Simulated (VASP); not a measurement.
Input of a VASP 6.6.1 run:

INCAR

```
SYSTEM = Eu
PREC     = Accurate       ! precision mode
ENCUT    = 520            ! plane-wave cutoff, eV
EDIFF    = 1E-7           ! SCF threshold, eV
ISMEAR   = -1             ! smearing method
SIGMA    = 0.2            ! smearing width, eV
LREAL    = .FALSE.        ! projectors in reciprocal space
LASPH    = .TRUE.         ! aspherical terms in the spheres
NELM     = 150            ! most SCF steps
ALGO     = Normal         ! electronic algorithm
ISIF     = 2              ! what is computed and relaxed
LWAVE    = .FALSE.        ! write WAVECAR
LCHARG   = .FALSE.        ! write CHGCAR
ISPIN    = 2              ! spin polarisation
MAGMOM   = 6.925          ! initial moments
LORBIT   = 11             ! projections on sites
LMAXMIX  = 6              ! l up to which the mixer works
GGA      = CA             ! functional
NBANDS   = 18             ! bands
```

File KPOINTS:

```
Automatic mesh
0
G
  11 11 11
  0 0 0
```

File POSCAR:

```
Eu
1.0
   -2.0544259245      2.0544259245      2.0544259245
    2.0544259245     -2.0544259245      2.0544259245
    2.0544259245      2.0544259245     -2.0544259245
Eu
1
Direct
    0.0000000000      0.0000000000      0.0000000000
```

Potentials or basis: VASP PAW PBE potentials, release 64 (Eu).

Command:

```bash
$ cat potpaw_PBE.64/Eu/POTCAR > POTCAR
$ mpirun -np 1 vasp_std > vasp.out
```

Predict the net moment.

7.14 μB per cell.

Predict the pressure.

-0.1 GPa.

Caveat: the PAW data sets were made with another functional, which shifts forces and pressure a little. The state reached can hang on the start; a lower one may exist.
